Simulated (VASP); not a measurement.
# LiF (P3_121) in VASP: further runs

The runs below take LiF through single point, with PBE.

Program: VASP 6.6.1. These are calculated values, not measurements. Logs are shortened: lines on timing, memory, paths and dates and some standing lists are left out, and cuts for length are marked.

### Step 1. The cell of the first run

The structure is trigonal, space group P3_121 (No. 152). The conventional cell has a = 4.940 Å, b = 4.940 Å, c = 2.960 Å, α = 90.00°, β = 90.00°, γ = 120.00°. Li (site symmetry 2) has 4 F at 1.91 to 1.94 Å within 2.5 Å. F (site symmetry 2) has 4 Li at 1.91 to 1.94 Å within 2.5 Å.

### Step 2. Single point, PBE (10.43 Å³/atom)

Contents of INCAR:

```
PREC     = Accurate       # precision mode
ENCUT    = 520            # plane-wave cutoff, eV
EDIFF    = 1E-6           # SCF threshold, eV
ISMEAR   = 0              # smearing method
SIGMA    = 0.02           # smearing width, eV
LREAL    = F              # projectors in reciprocal space
LASPH    = T              # aspherical terms in the spheres
NELM     = 80             # most SCF steps
ALGO     = Normal         # electronic algorithm
ISIF     = 2              # what is computed and relaxed
LWAVE    = F              # write WAVECAR
LCHARG   = F              # write CHGCAR
GGA      = PE             # functional
NBANDS   = 24             # bands
```

Contents of KPOINTS:

```
Automatic mesh
0
Gamma
  6 6 8
```

Contents of POSCAR:

```
LiF
1.0
    4.9403546566      0.0000000000      0.0000000000
   -2.4701773283      4.2784726363      0.0000000000
    0.0000000000      0.0000000000      2.9598452148
Li F
3 3
Direct
    0.6219678139      0.6219678139      0.0000000000
    0.3780321861      0.0000000000      0.3333333333
    0.0000000000      0.3780321861      0.6666666667
    0.0000000000      0.6330530538      0.1666666667
    0.3669469462      0.3669469462      0.5000000000
    0.6330530538      0.0000000000      0.8333333333
```

Potentials or basis: VASP PAW PBE potentials, release 64 (Li_sv, F).

Started as:

```bash
cat potpaw_PBE.64/Li_sv/POTCAR potpaw_PBE.64/F/POTCAR > POTCAR
mpirun -np 1 vasp_std > vasp.out
```

OUTCAR:

```text
PREC = Accurate
   ENCUT = 520
   EDIFF = 1E-6
   ISMEAR = 0
   LREAL = F
   LASPH = T
   NELM = 80
   ISIF = 2
   GGA = PE

 ion  position               nearest neighbor table
   1  0.622  0.622  0.000-   6 1.91   4 1.91   5 1.94   5 1.94
   2  0.378  0.000  0.333-   4 1.91   5 1.91   6 1.94   6 1.94
   3  0.000  0.378  0.667-   6 1.91   5 1.91   4 1.94   4 1.94
   4  0.000  0.633  0.167-   2 1.91   1 1.91   3 1.94   3 1.94
   5  0.367  0.367  0.500-   2 1.91   3 1.91   1 1.94   1 1.94
   6  0.633  0.000  0.833-   3 1.91   1 1.91   2 1.94   2 1.94

  LATTYP: Found a hexagonal cell.
 ALAT       =     4.9403546566
 C/A-ratio  =     0.5991159381

  Lattice vectors:

 A1 = (   4.9403546566,   0.0000000000,   0.0000000000)
 A2 = (  -2.4701773283,   4.2784726363,   0.0000000000)
 A3 = (   0.0000000000,   0.0000000000,   2.9598452148)

Analysis of symmetry for initial positions (statically):
=====================================================================
 Subroutine PRICEL returns:
 Original cell was already a primitive cell.

 Routine SETGRP: Setting up the symmetry group for a
 hexagonal supercell.

 Subroutine GETGRP returns: Found  6 space group operations
 (whereof  2 operations were pure point group operations)
 out of a pool of 24 trial point group operations.

The static configuration has the point symmetry C_2 .
 The point group associated with its full space group is D_3 .

Analysis of symmetry for dynamics (positions and initial velocities):
=====================================================================
 Subroutine PRICEL returns:
 Original cell was already a primitive cell.

 Routine SETGRP: Setting up the symmetry group for a
 hexagonal supercell.

 Subroutine GETGRP returns: Found  6 space group operations
 (whereof  2 operations were pure point group operations)
 out of a pool of 24 trial point group operations.

The dynamic configuration has the point symmetry C_2 .
 The point group associated with its full space group is D_3 .

 Subroutine INISYM returns: Found  6 space group operations
 (whereof  2 operations are pure point group operations),
 and found     1 'primitive' translations

----------------------------------------------------------------------------------------

                                     Primitive cell

  volume of cell :      62.5628

  direct lattice vectors                    reciprocal lattice vectors
[... 99 lines left out ...]
   IBRION =     -1    ionic relax: 0-MD 1-quasi-New 2-CG
   NFREE  =      0    steps in history (QN), initial steepest desc. (CG)
   ISIF   =      2    stress and relaxation
   ISYM   =      2    0-nonsym 1-usesym 2-fastsym
   POTIM  = 0.5000    time-step for ionic-motion
   TEBEG  =    0.0;   TEEND  =   0.0 temperature during run
   PSTRESS=    0.0 pullay stress
   NELECT =      30.0000    total number of electrons
   NUPDOWN=      -1.0000    fix difference up-down
   EMIN   =  10.00;   EMAX   =-10.00  energy-range for DOS
   EFERMI =   0.00;   METHOD = LEGACY
   ISMEAR =     0;   SIGMA  =   0.02  broadening in eV -4-tet -1-fermi 0-gaus
   EFERMI_NEDOS =   21; number of points for ismear=-14 and -15
   IALGO  =     38    algorithm
   IMIX   =      4    mixing-type and parameters
     AMIX     =   0.40;   BMIX     =  1.00
     AMIX_MAG =   1.60;   BMIX_MAG =  1.00
  volume/ion in A,a.u.               =      10.43        70.37
  Fermi-wavevector in a.u.,A,eV,Ry     =   1.281376  2.421450 22.339742  1.641925
  Thomas-Fermi vector in A             =   2.413750
   LORBIT       =      0    0 simple, 1 ext, 2 COOP (PROOUT), +10 PAW based schemes
   GGA     = PE    functional components
   LHFCALC =     F    Hartree Fock is set to
   AEXX    =    0.0000 exact exchange contribution
   IVDW    =     0    specifies the selected vdW correction
   LEPSILON=     F    determine dielectric tensor
   LRPA    =     F    only Hartree local field effects (RPA)
 non-spin polarized calculation
 Gauss-broadening in eV      SIGMA  =   0.02
  energy-cutoff  :      520.00
  volume of cell :       62.56
 maximum number of plane-waves:      1702
 NGX is ok and might be reduce to    40
   NGX = 19   NGY = 19   NGZ = 11

 number of electron      29.9999998 magnetization

 Free energy of the ion-electron system (eV)
  ---------------------------------------------------
  ext. energy  EPLUGINS =         0.00000000
  ---------------------------------------------------
  free energy    TOTEN  =       -28.65836790 eV

  energy without entropy =      -28.65836790  energy(sigma->0) =      -28.65836790

 E-fermi :  -2.4568     XC(G=0):  -8.6468

 val. band max:       -2.5488800087   @ k =   0.0000   0.0000   0.0000
 cond. band min:       4.8611263179   @ k =   0.0000   0.0000   0.0000
 fundamental gap:      7.4100063266
 Fermi energy:        -2.4567779632

 k-point     1 :       0.0000    0.0000    0.0000
  band No.  band energies     occupation
      1     -43.4426      2.00000
      2     -43.4052      2.00000
      3     -43.4052      2.00000
      4     -21.9694      2.00000
      5     -21.7216      2.00000
      6     -21.7216      2.00000
[... 637 lines left out ...]
     23      14.9817      0.00000
     24      15.5095      0.00000

 [... further k-points ...]

------------------------ aborting loop because EDIFF is reached ----------------------------------------

  FORCE on cell =-STRESS in cart. coord.  units (eV):
  Direction    XX          YY          ZZ          XY          YZ          ZX
  --------------------------------------------------------------------------------------
  -------------------------------------------------------------------------------------
  Total       -0.6456657     -0.6456657     -0.6556863     -0.0000000     -0.0000000      0.0000000
  in kB      -16.5349326    -16.5349326    -16.7915514     -0.0000000     -0.0000000      0.0000000
  external PRESSURE =     -16.6204722 kB  Pullay stress =       0.0000000 kB

 VOLUME and BASIS-vectors are now :
 -----------------------------------------------------------------------------
  energy-cutoff  :      520.00
  volume of cell :       62.56
      direct lattice vectors                 reciprocal lattice vectors
     4.940354657  0.000000000  0.000000000     0.202414618  0.116864134  0.000000000
    -2.470177328  4.278472636  0.000000000     0.000000000  0.233728268  0.000000000
     0.000000000  0.000000000  2.959845215     0.000000000  0.000000000  0.337855505

 POSITION                                       TOTAL-FORCE (eV/Angst)
 -----------------------------------------------------------------------------------
      1.53637      2.66107      0.00000        -0.004049     -0.007012     -0.000000
      1.86761      0.00000      0.98662         0.008097     -0.000000      0.000000
     -0.93381      1.61740      1.97323        -0.004049      0.007012     -0.000000
     -1.56375      2.70850      0.49331         0.005588     -0.009680      0.000000
      0.90642      1.56997      1.47992         0.005588      0.009680     -0.000000
      3.12751      0.00000      2.46654        -0.011177      0.000000      0.000000
 -----------------------------------------------------------------------------------
    total drift:                               -0.000002     -0.000004      0.000000

  FREE ENERGIE OF THE ION-ELECTRON SYSTEM (eV)
  ---------------------------------------------------
  free  energy   TOTEN  =       -28.6583679043 eV

  energy  without entropy=      -28.6583679043  energy(sigma->0) =      -28.65836790
```

OSZICAR:

```text
N       E                     dE             d eps       ncg     rms          rms(c)
DAV:   1     0.220352097998E+03    0.22035E+03   -0.15636E+04  2112   0.136E+03
DAV:   2    -0.100597148255E+02   -0.23041E+03   -0.22170E+03  2496   0.352E+02
DAV:   3    -0.292034473901E+02   -0.19144E+02   -0.18946E+02  3640   0.813E+01
DAV:   4    -0.307378171275E+02   -0.15344E+01   -0.15332E+01  2736   0.181E+01
DAV:   5    -0.307585138317E+02   -0.20697E-01   -0.20696E-01  3136   0.252E+00    0.885E+00
DAV:   6    -0.285782285929E+02    0.21803E+01   -0.72346E+00  2464   0.168E+01    0.282E+00
DAV:   7    -0.286106426515E+02   -0.32414E-01   -0.29386E-01  2840   0.297E+00    0.182E+00
DAV:   8    -0.286576673271E+02   -0.47025E-01   -0.12092E-01  2416   0.291E+00    0.488E-01
DAV:   9    -0.286568217551E+02    0.84557E-03   -0.22175E-02  3104   0.983E-01    0.144E-01
DAV:  10    -0.286583685893E+02   -0.15468E-02   -0.24498E-03  2336   0.319E-01    0.535E-02
DAV:  11    -0.286583630361E+02    0.55532E-05   -0.14414E-04  2968   0.921E-02    0.882E-03
DAV:  12    -0.286583677295E+02   -0.46934E-05   -0.12467E-05  2488   0.237E-02    0.221E-03
DAV:  13    -0.286583679043E+02   -0.17477E-06   -0.12366E-06  2696   0.698E-03
   1 F= -.28658368E+02 E0= -.28658368E+02  d E =-.262229E-13
```

stdout:

```text
POSCAR found type information on POSCAR LiF
 POSCAR found :  2 types and       6 ions
 scaLAPACK will be used
 LDA part: xc-table for (Slater+PW92), standard interpolation
 POSCAR, INCAR and KPOINTS ok, starting setup
 FFT: planning ... GRIDC
 FFT: planning ... GRID_SOFT
 FFT: planning ... GRID
 WAVECAR not read
 entering main loop
```

It took 22 s on 1 thread of Intel Xeon 6975P-C (Granite Rapids), shared host; peak memory 0.2 GiB.

What came out:

```yaml
Free_energy: -28.6584 eV
Largest_force: 0.011 eV/Å
Band_gap_on_the_k_mesh: 7.41 eV
```

Forces in eV/Å, atoms in the order of the input:
```
Li  -0.004 -0.007  0.000
Li   0.008  0.000  0.000
Li  -0.004  0.007  0.000
F    0.006 -0.010  0.000
F    0.006  0.010  0.000
F   -0.011  0.000  0.000
```

Levels at points of the mesh, in eV from the valence-band top:
| k point | band 12 | band 13 | band 14 | band 15 | band 16 | band 17 | band 18 | band 19 |
| --- | --- | --- | --- | --- | --- | --- | --- | --- |
| (0.00, 0.00, 0.00) | -0.34 | -0.05 | -0.05 | 0.00 | 7.41 | 12.45 | 12.67 | 12.97 |
| (0.50, 0.00, 0.00) | -0.44 | -0.14 | -0.07 | -0.06 | 9.04 | 9.79 | 10.86 | 13.85 |
| (0.00, 0.00, 0.50) | -0.93 | -0.50 | -0.50 | -0.11 | 10.61 | 10.61 | 13.69 | 13.69 |
| (0.50, 0.00, 0.50) | -0.68 | -0.59 | -0.40 | -0.14 | 10.99 | 11.26 | 12.26 | 13.28 |

Caveat: the cutoff is under 1.25 times the usual one of these potentials, so pressure, stress and relaxed cells hold a basis-set (Pulay) error. A k mesh can miss the band edges.

### Step 3. Single point, PBE (10.73 Å³/atom)

This run uses another cell than the first one, of 10.73 Å³/atom.

Contents of INCAR:

```
PREC = Accurate
ENCUT = 520
EDIFF = 1E-6
ISMEAR = 0
SIGMA = 0.02
LREAL = False
LASPH = True
NELM = 100
ALGO = Normal
ISIF = 2
LWAVE = False
LCHARG = False
GGA = PE
NBANDS = 24
```

KPOINTS is that of step 2.

Contents of POSCAR:

```
LiF
1.0
    4.9827830259      0.0000000000      0.0000000000
   -2.4913915129      4.3152166819      0.0000000000
    0.0000000000      0.0000000000      2.9944008831
Li F
3 3
Direct
    0.6216845287      0.6216845287      0.0000000000
    0.3783154713      0.0000000000      0.3333333333
    0.0000000000      0.3783154713      0.6666666667
    0.0000000000      0.6317597041      0.1666666667
    0.3682402959      0.3682402959      0.5000000000
    0.6317597041      0.0000000000      0.8333333333
```

Potentials or basis: VASP PAW PBE potentials, release 64 (Li_sv, F).

Started as:

```bash
cat potpaw_PBE.64/Li_sv/POTCAR potpaw_PBE.64/F/POTCAR > POTCAR
mpirun -np 1 vasp_std > vasp.out
```

It took 22 s on 1 thread of Intel Xeon 6975P-C (Granite Rapids), shared host; peak memory 0.2 GiB.

Results (log left out):

- Free energy: -28.6367 eV
- Largest force: 0.009 eV/Å
- Band gap on the k mesh: 7.27 eV

Forces in eV/Å, atoms in the order of the input:
```
Li  -0.005 -0.008  0.000
Li   0.009  0.000  0.000
Li  -0.005  0.008  0.000
F    0.003 -0.006  0.000
F    0.003  0.006  0.000
F   -0.007  0.000  0.000
```

Levels at points of the mesh, in eV from the valence-band top:
```tsv
k point	band 12	band 13	band 14	band 15	band 16	band 17	band 18	band 19
(0.00, 0.00, 0.00)	-0.33	-0.04	-0.04	0.00	7.27	12.28	12.53	12.79
(0.50, 0.00, 0.00)	-0.41	-0.13	-0.06	-0.06	8.89	9.63	10.73	13.63
(0.00, 0.00, 0.50)	-0.89	-0.46	-0.46	-0.10	10.48	10.48	13.53	13.53
(0.50, 0.00, 0.50)	-0.64	-0.56	-0.37	-0.12	10.85	11.14	12.08	13.11
```

Caveat: the cutoff is under 1.25 times the usual one of these potentials, so pressure, stress and relaxed cells hold a basis-set (Pulay) error. A k mesh can miss the band edges.

### Step 4. Single point, PBE (11.14 Å³/atom)

This run uses another cell than the first one, of 11.14 Å³/atom.

Contents of INCAR:

```
PREC = Accurate
ENCUT = 520
EDIFF = 1E-6
ISMEAR = 0
SIGMA = 0.02
LREAL = F
LASPH = T
NELM = 100
ALGO = Normal
ISIF = 2
LWAVE = F
LCHARG = F
GGA = PE
NBANDS = 24
```

Contents of KPOINTS:

```
regular mesh
0
Gamma
  6 6 8
```

Contents of POSCAR:

```
LiF
1.0
    5.0403485926      0.0000000000      0.0000000000
   -2.5201742963      4.3650699251      0.0000000000
    0.0000000000      0.0000000000      3.0368236140
Li F
3 3
Direct
    0.6209980945      0.6209980945      0.0000000000
    0.3790019055      0.0000000000      0.3333333333
    0.0000000000      0.3790019055      0.6666666667
    0.0000000000      0.6302617921      0.1666666667
    0.3697382079      0.3697382079      0.5000000000
    0.6302617921      0.0000000000      0.8333333333
```

Started as:

```bash
cat potpaw_PBE.64/Li_sv/POTCAR potpaw_PBE.64/F/POTCAR > POTCAR
mpirun -np 1 vasp_std > vasp.out
```

Wall time 21 s (1 thread of Intel Xeon 6975P-C (Granite Rapids), shared host); peak memory 0.2 GiB.

The run converged. Its results:

```
Free energy            : -28.5873 eV
Largest force          : 0.009 eV/Å
Band gap on the k mesh : 7.10 eV
```

Forces in eV/Å, atoms in the order of the input:
```
Li  -0.005 -0.008  0.000
Li   0.009  0.000  0.000
Li  -0.005  0.008  0.000
F    0.003 -0.005  0.000
F    0.003  0.005  0.000
F   -0.006  0.000  0.000
```

Levels at points of the mesh, in eV from the valence-band top:
```csv
k point,band 13,band 14,band 15,band 16,band 17,band 18
"(0.00, 0.00, 0.00)",-0.02,-0.02,0.00,7.10,12.08,12.33
"(0.50, 0.00, 0.00)",-0.11,-0.05,-0.05,8.71,9.42,10.56
"(0.00, 0.00, 0.50)",-0.42,-0.42,-0.08,10.30,10.30,13.31
"(0.50, 0.00, 0.50)",-0.51,-0.34,-0.10,10.68,10.99,11.87
```

Caveat: the cutoff is under 1.25 times the usual one of these potentials, so pressure, stress and relaxed cells hold a basis-set (Pulay) error. A k mesh can miss the band edges.

### Step 5. Summary

```tsv
cell	gap on the mesh (eV)	largest force (eV/Å)
a = 4.940, b = 4.940, c = 2.960 Å, angles 90.0, 90.0, 120.0°, 6 atoms, atomic positions A	7.41	0.01
a = 4.983, b = 4.983, c = 2.994 Å, angles 90.0, 90.0, 120.0°, 6 atoms, atomic positions A	7.27	0.01
a = 5.040, b = 5.040, c = 3.037 Å, angles 90.0, 90.0, 120.0°, 6 atoms, atomic positions B	7.10	0.01
```

Alike in all rows: task single point; level PBE; potentials or basis VASP PAW PBE potentials, release 64 (Li_sv, F); no spin polarisation; k mesh 6 × 6 × 8; cutoff (eV) 520; smearing gaussian 0.02 eV.

Caveats: the cutoff is under 1.25 times the usual one of these potentials, so pressure, stress and relaxed cells hold a basis-set (Pulay) error.

Absolute energies hang on the potentials; compare differences alone.
